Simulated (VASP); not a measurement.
# Pt in VASP: single point with r2SCAN

Aim: the single point of Pt with r2SCAN.

Program: VASP 6.6.1. These are calculated values, not measurements. Logs are shortened: lines on timing, memory, paths and dates and some standing lists are left out, and cuts for length are marked.

## (1) The cell of the first run

The typed cell holds 1 atom: a = 2.748 Å, b = 2.748 Å, c = 2.748 Å, α = 120.86°, β = 104.11°, γ = 104.08°.

## (2) Single point, r2SCAN

Contents of POSCAR:

```
Pt
1.0
   -1.3611697267      1.6860734425      1.6893071021
    1.3593243952     -1.6861129404      1.6908576984
    1.3525404940      1.6932585418     -1.6893734701
Pt
1
Direct
    0.0000000000      0.0000000000      0.0000000000
```

Contents of INCAR.step1:

```
ALGO = Normal ; EDIFF = 1E-4
ENCUT = 520 ; GGA = PE
ISMEAR = 0 ; LASPH = True
LCHARG = False ; LREAL = False
LWAVE = True ; NBANDS = 11
NELM = 80 ; PREC = Accurate
SIGMA = 0.15
```

Contents of INCAR.step2:

```
ALGO = Normal ; EDIFF = 1E-6
ENCUT = 520 ; ISIF = 2
ISMEAR = 0 ; ISTART = 1
LASPH = True ; LCHARG = True
LELF = True ; LMIXTAU = True
LREAL = False ; LVHAR = True
LWAVE = False ; METAGGA = R2SCAN
NBANDS = 11 ; NELM = 80
PREC = Accurate ; SIGMA = 0.15
```

Contents of KPOINTS:

```
k-points
0
Gamma
  16 16 16
```

Potentials or basis: VASP PAW PBE potentials, release 64 (Pt).

On the command line:

```sh
$ cat potpaw_PBE.64/Pt/POTCAR > POTCAR
$ cp INCAR.step1 INCAR
$ mpirun -np 1 vasp_std > vasp.out
$ cp INCAR.step2 INCAR
$ mpirun -np 1 vasp_std > vasp.out
```

OUTCAR:

```text
EDIFF = 1E-6
   ENCUT = 520
   ISIF = 2
   ISMEAR = 0
   ISTART = 1
   LASPH = True
   LREAL = False
   METAGGA = R2SCAN
   NELM = 80
   PREC = Accurate

 ion  position               nearest neighbor table
   1  0.000  0.000  0.000-

  LATTYP: Found a triclinic cell.
 ALAT       =     2.7477524407
 B/A-ratio  =     1.2298571561
 C/A-ratio  =     0.9869428808
 COS(alpha) =     0.0000813966
 COS(beta)  =     0.4935223231
 COS(gamma) =     0.6149503354

  Lattice vectors:

 A1 = (  -1.3506951625,  -1.6932190439,  -1.6907913304)
 A2 = (   0.0086292327,  -3.3793319843,   0.0000663680)
 A3 = (  -2.7118648892,  -0.0071456014,  -0.0014842283)

Analysis of symmetry for initial positions (statically):
=====================================================================
 Subroutine PRICEL returns:
 Original cell was already a primitive cell.

 Routine SETGRP: Setting up the symmetry group for a
 triclinic supercell.

 Subroutine GETGRP returns: Found  2 space group operations
 (whereof  2 operations were pure point group operations)
 out of a pool of  2 trial point group operations.

The static configuration has the point symmetry S_2 .

Analysis of symmetry for dynamics (positions and initial velocities):
=====================================================================
 Subroutine PRICEL returns:
 Original cell was already a primitive cell.

 Routine SETGRP: Setting up the symmetry group for a
 triclinic supercell.

 Subroutine GETGRP returns: Found  2 space group operations
 (whereof  2 operations were pure point group operations)
 out of a pool of  2 trial point group operations.

The dynamic configuration has the point symmetry S_2 .

 Subroutine INISYM returns: Found  2 space group operations
 (whereof  2 operations are pure point group operations),
 and found     1 'primitive' translations

----------------------------------------------------------------------------------------

                                     Primitive cell

  volume of cell :      15.4885

  direct lattice vectors                    reciprocal lattice vectors
    -1.361169727  1.686073442  1.689307102    -0.000941651  0.295919878  0.295846507
     1.359324395 -1.686112940  1.690857698     0.368585411  0.000947009  0.296044796
     1.352540494  1.693258542 -1.689373470     0.367967625  0.296856094  0.000204353

  length of vectors
     2.747614450  2.747678914  2.747812402     0.418443087  0.472756410  0.472782989

  position of ions in fractional coordinates (direct lattice)
     0.000000000  0.000000000  0.000000000

  ion indices of the primitive-cell ions
   primitive index   ion index
                 1           1

----------------------------------------------------------------------------------------

 KPOINTS: k-points

Automatic generation of k-mesh.
 Grid dimensions read from file:
 generate k-points for:   16   16   16

 Generating k-lattice:

  Cartesian coordinates                     Fractional coordinates (reciprocal lattice)
    -0.000058853  0.018494992  0.018490407     0.062500000 -0.000000000  0.000000000
     0.023036588  0.000059188  0.018502800     0.000000000  0.062500000  0.000000000
     0.022997977  0.018553506  0.000012772     0.000000000  0.000000000  0.062500000

  Length of vectors
     0.026152693  0.029547276  0.029548937

  Shift w.r.t. Gamma in fractional coordinates (k-lattice)
     0.000000000  0.000000000  0.000000000

 Subroutine IBZKPT returns following result:
 ===========================================

 Found   2052 irreducible k-points:

 Following reciprocal coordinates:
            Coordinates               Weight
  0.000000  0.000000  0.000000      1.000000
  0.062500 -0.000000  0.000000      2.000000
  0.125000 -0.000000  0.000000      2.000000
  0.187500 -0.000000  0.000000      2.000000
  0.250000 -0.000000  0.000000      2.000000
  0.312500  0.000000  0.000000      2.000000
[... 16 lines left out ...]
 -0.187500  0.062500 -0.000000      2.000000
 -0.125000  0.062500 -0.000000      2.000000
 [... further k-points ...]
   k-points           NKPTS =   2052   k-points in BZ     NKDIM =   2052   number of bands    NBANDS=     11
   number of dos      NEDOS =    301   number of ions     NIONS =      1
   total plane-waves  NPLWV =   8000
   dimension x,y,z NGX =    20 NGY =   20 NGZ =   20
   dimension x,y,z NGXF=    40 NGYF=   40 NGZF=   40
   ions per type =               1
   NGX,Y,Z   is equivalent  to a cutoff of  12.10, 12.10, 12.10 a.u.
   NGXF,Y,Z  is equivalent  to a cutoff of  24.20, 24.20, 24.20 a.u.
 SYSTEM =  unknown system
   PREC   = accura    normal or accurate (medium, high low for compatibility)
   ISTART =      1    job   : 0-new  1-cont  2-samecut
   ICHARG =      0    charge: 1-file 2-atom 10-const
   ISPIN  =      1    spin polarized calculation?
   LNONCOLLINEAR =      F non collinear calculations
   LSORBIT =      F    spin-orbit coupling
   LASPH  =      T    aspherical Exc in radial PAW
   ENCUT  =  520.0 eV  38.22 Ry    6.18 a.u.   5.11  5.11  5.11*2*pi/ulx,y,z
   NELM   =     80;   NELMIN=  2; NELMDL=  0     # of ELM steps
   EDIFF  = 0.1E-05   stopping-criterion for ELM
   LREAL  =      F    real-space projection
[... 7 lines left out ...]
   TEBEG  =    0.0;   TEEND  =   0.0 temperature during run
   PSTRESS=    0.0 pullay stress
   NELECT =      10.0000    total number of electrons
   NUPDOWN=      -1.0000    fix difference up-down
   EMIN   =  10.00;   EMAX   =-10.00  energy-range for DOS
   EFERMI =   0.00;   METHOD = LEGACY
   ISMEAR =     0;   SIGMA  =   0.15  broadening in eV -4-tet -1-fermi 0-gaus
   EFERMI_NEDOS =   21; number of points for ismear=-14 and -15
   IALGO  =     38    algorithm
   IMIX   =      4    mixing-type and parameters
     AMIX     =   0.40;   BMIX     =  1.00
     AMIX_MAG =   1.60;   BMIX_MAG =  1.00
  volume/ion in A,a.u.               =      15.49       104.52
  Fermi-wavevector in a.u.,A,eV,Ry     =   1.414941  2.673850 27.239639  2.002057
  Thomas-Fermi vector in A             =   2.536431
   LORBIT       =      0    0 simple, 1 ext, 2 COOP (PROOUT), +10 PAW based schemes
   METAGGA = R2SCAN    functional components
   LHFCALC =     F    Hartree Fock is set to
   AEXX    =    0.0000 exact exchange contribution
   IVDW    =     0    specifies the selected vdW correction
   LEPSILON=     F    determine dielectric tensor
   LRPA    =     F    only Hartree local field effects (RPA)
 non-spin polarized calculation
 Gauss-broadening in eV      SIGMA  =   0.15
  energy-cutoff  :      520.00
  volume of cell :       15.49
 maximum number of plane-waves:       428
   NGX = 11   NGY = 11   NGZ = 11

 number of electron      10.0000000 magnetization

 Free energy of the ion-electron system (eV)
  ---------------------------------------------------
  ext. energy  EPLUGINS =         0.00000000
  ---------------------------------------------------
  free energy    TOTEN  =       -51.50485781 eV

  energy without entropy =      -51.49122865  energy(sigma->0) =      -51.49804323

 E-fermi :  10.4809     XC(G=0): -14.4117

 val. band max:       10.4708949145   @ k =   0.5000  -0.3750   0.3125
 cond. band min:      10.4869989818   @ k =  -0.2500   0.5000   0.4375
 fundamental gap:      0.0161040672
 Fermi energy:        10.4808742904

 k-point     1 :       0.0000    0.0000    0.0000
  band No.  band energies     occupation
      1       0.3374      2.00000
      2       5.4654      2.00000
      3       7.1765      2.00000
      4       7.6314      2.00000
      5       7.6330      2.00000
      6       9.9857      2.00000
      7      26.8870      0.00000
      8      26.8902      0.00000
      9      32.4730      0.00000
     10      36.7145      0.00000
     11      36.7251      0.00000

 k-point     2 :       0.0625   -0.0000    0.0000
  band No.  band energies     occupation
      1       0.4789      2.00000
      2       5.5054      2.00000
      3       7.1211      2.00000
      4       7.5988      2.00000
      5       7.7375      2.00000
      6       9.9313      2.00000
      7      26.8271      0.00000
      8      27.0354      0.00000
      9      32.6613      0.00000
     10      35.1325      0.00000
     11      35.6573      0.00000

 k-point     3 :       0.1250   -0.0000    0.0000
  band No.  band energies     occupation
      1       0.8833      2.00000
      2       5.6249      2.00000
      3       6.9874      2.00000
      4       7.5041      2.00000
      5       8.0459      2.00000
      6       9.7810      2.00000
      7      26.3423      0.00000
      8      27.4011      0.00000
      9      33.2139      0.00000
     10      33.8739      0.00000
     11      34.2948      0.00000

 k-point     4 :       0.1875   -0.0000    0.0000
  band No.  band energies     occupation
      1       1.4809      2.00000
      2       5.8335      2.00000
      3       6.8602      2.00000
      4       7.3657      2.00000
      5       8.5321      2.00000
      6       9.5674      2.00000
      7      24.9785      0.00000
      8      27.7331      0.00000
      9      33.5397      0.00000
     10      33.9701      0.00000
     11      34.0939      0.00000
[... 239 lines left out ...]
 k-point    22 :      -0.2500    0.0625   -0.0000
  band No.  band energies     occupation
      1       1.9638      2.00000
      2       5.9122      2.00000
      3       6.8685      2.00000
      4       7.2521      2.00000
      5       8.9150      2.00000
      6       9.4370      2.00000
      7      24.1276      0.00000
      8      28.0281      0.00000
      9      31.9789      0.00000
     10      34.2209      0.00000
     11      35.4972      0.00000

 k-point    23 :      -0.1875    0.0625   -0.0000
  band No.  band energies     occupation
      1       1.3162      2.00000
      2       5.7060      2.00000
      3       6.9531      2.00000
      4       7.3998      2.00000
      5       8.3025      2.00000
      6       9.6461      2.00000
      7      25.9471      0.00000
      8      27.8497      0.00000
      9      31.8386      0.00000
     10      33.7357      0.00000
     11      35.2544      0.00000

 k-point    24 :      -0.1250    0.0625   -0.0000
  band No.  band energies     occupation
      1       0.8044      2.00000
      2       5.5868      2.00000
      3       7.1032      2.00000
      4       7.5218      2.00000
      5       7.8504      2.00000
      6       9.8116      2.00000
      7      26.9068      0.00000
      8      27.4448      0.00000
      9      32.0229      0.00000
     10      34.0950      0.00000
     11      35.6694      0.00000

 [... further k-points ...]
[... 5 lines left out ...]
  --------------------------------------------------------------------------------------
  -------------------------------------------------------------------------------------
  Total        0.0736618      0.0587806      0.0581996     -0.0008192      0.0004295     -0.0000072
  in kB        7.6197921      6.0804326      6.0203322     -0.0847391      0.0444282     -0.0007451
  external PRESSURE =       6.5735190 kB  Pullay stress =       0.0000000 kB

 VOLUME and BASIS-vectors are now :
 -----------------------------------------------------------------------------
  energy-cutoff  :      520.00
  volume of cell :       15.49
      direct lattice vectors                 reciprocal lattice vectors
    -1.361169727  1.686073442  1.689307102    -0.000941651  0.295919878  0.295846507
     1.359324395 -1.686112940  1.690857698     0.368585411  0.000947009  0.296044796
     1.352540494  1.693258542 -1.689373470     0.367967625  0.296856094  0.000204353

 POSITION                                       TOTAL-FORCE (eV/Angst)
 -----------------------------------------------------------------------------------
      0.00000      0.00000      0.00000         0.000000      0.000000      0.000000
 -----------------------------------------------------------------------------------
    total drift:                                0.000000      0.000000      0.000000

  FREE ENERGIE OF THE ION-ELECTRON SYSTEM (eV)
  ---------------------------------------------------
  free  energy   TOTEN  =       -51.5048578115 eV

  energy  without entropy=      -51.4912286500  energy(sigma->0) =      -51.49804323
```

Wall time 21 min (1 thread of Oxide Virtual Turin-like, shared host); peak memory 0.4 GiB.

Results:

- Free energy: -51.5049 eV
- Pressure: 0.7 GPa
- Band gap on the k mesh: zero (bands 5 and 6 overlap by 2.25 eV)

Caveat: the PAW data sets were made with another functional, which shifts forces and pressure a little; spin-orbit coupling is left out, which moves the levels of the heavy elements.
